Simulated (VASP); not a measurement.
Input of a VASP 6.6.1 run:

File POSCAR:

```
BaTiO3
1.0
    3.9639390800      0.0000000000      0.0000000000
    0.0000000000      2.8578404100      2.8742684100
    0.0000000000     -2.8578404100      2.8742684100
Ba Ti O
1 1 3
Direct
    0.0000000000      0.0084258400      0.0084258400
    0.5000000000      0.5238730400      0.5238730400
    0.0000000000      0.4903930000      0.4903930000
    0.5000000000      0.4940123800      0.9801757500
    0.5000000000      0.9801757500      0.4940123800
```

Contents of INCAR.step1:

```
SYSTEM = BaTiO3
PREC = Accurate
ENCUT = 660
ISMEAR = -1
SIGMA = 0.02
LREAL = .False.
LASPH = .True.
NELM = 200
LNONCOLLINEAR = .True.
MAGMOM = 0 0 0 0 0 0 0 0 0 0 0 0 0 0 0
LSORBIT = .True.
GGA_COMPAT = .False.
LMAXMIX = 4
NBANDS = 55
GGA = PE
ALGO = Normal
EDIFF = 1E-5
LWAVE = .True.
LCHARG = .False.
```

The input INCAR.step2:

```
SYSTEM = BaTiO3
PREC = Accurate
ENCUT = 660
EDIFF = 1E-6
ISMEAR = -1
SIGMA = 0.02
LREAL = .False.
LASPH = .True.
NELM = 200
ALGO = Normal
ISIF = 2
LWAVE = .False.
LCHARG = .False.
LNONCOLLINEAR = .True.
MAGMOM = 0 0 0 0 0 0 0 0 0 0 0 0 0 0 0
LORBIT = 11
LSORBIT = .True.
GGA_COMPAT = .False.
LORBMOM = .True.
LMAXMIX = 4
METAGGA = R2SCAN
LMIXTAU = .True.
NBANDS = 55
ISTART = 1
```

KPOINTS

```
regular mesh
0
Gamma
  2 2 2
  0 0 0
```

Potentials or basis: VASP PAW PBE potentials, release 64 (Ba_sv, Ti_sv, O).

Command:

```sh
$ cat potpaw_PBE.64/Ba_sv/POTCAR potpaw_PBE.64/Ti_sv/POTCAR potpaw_PBE.64/O/POTCAR > POTCAR
$ cp INCAR.step1 INCAR
$ mpirun -np 1 vasp_ncl > vasp.out
$ cp INCAR.step2 INCAR
$ mpirun -np 1 vasp_ncl > vasp.out
```

(1) What does it give for the net moment?

(2) What does it give for the pressure?

(3) Predict the largest force.

## Answers

(1) 0.00 μB per cell.

(2) 3.1 GPa.

(3) 1.828 eV/Å.

Caveat: the k points lie up to 0.79 Å⁻¹ apart; the PAW data sets were made with another functional, which shifts forces and pressure a little.
